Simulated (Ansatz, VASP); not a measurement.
# Two plane-wave programs on Co

```xyz
1
Lattice="0.0000 1.7562 1.7562 1.7562 0.0000 1.7562 1.7562 1.7562 0.0000" Properties=species:S:1:pos:R:3 pbc="T T T"
Co    0.0000    0.0000    0.0000
```

Alike in both runs: task single point; functional r2SCAN; k mesh 20 × 20 × 20; occupations gaussian, width 0.1 eV; collinear spin.

|  | VASP | Ansatz |
| --- | --- | --- |
| version | VASP 6.6.1 | Ansatz 0.2.0 |
| potentials or method | VASP PAW PBE potentials, release 64 (Co), cutoff 520 eV | scalar-relativistic, plane waves, PAW |
| valence electrons in the cell | 9 | 17 |

Ansatz gave:

- gap on the k mesh at the Fermi level (eV): none
- pressure (GPa): 0.0
- net moment per atom (μB): 1.84
- size of the moment on the site where the two differ most (μB): 1.94

Problem. Estimate VASP's values.

Solution. gap on the k mesh at the Fermi level (eV): none; pressure (GPa): 0.0; net moment per atom (μB): 1.83; size of the moment on the site where the two differ most (μB): 1.88.

VASP's potentials were made for PBE, not for r2SCAN. Site moments also hang on the region over which each program counts them. A gap of «none» marks a metal or a gap that the smearing closes. VASP's potentials hold 9 valence electrons a cell and Ansatz's 17, so a difference there can come from the potentials and not from the codes. Ansatz's warnings: stability check not made.
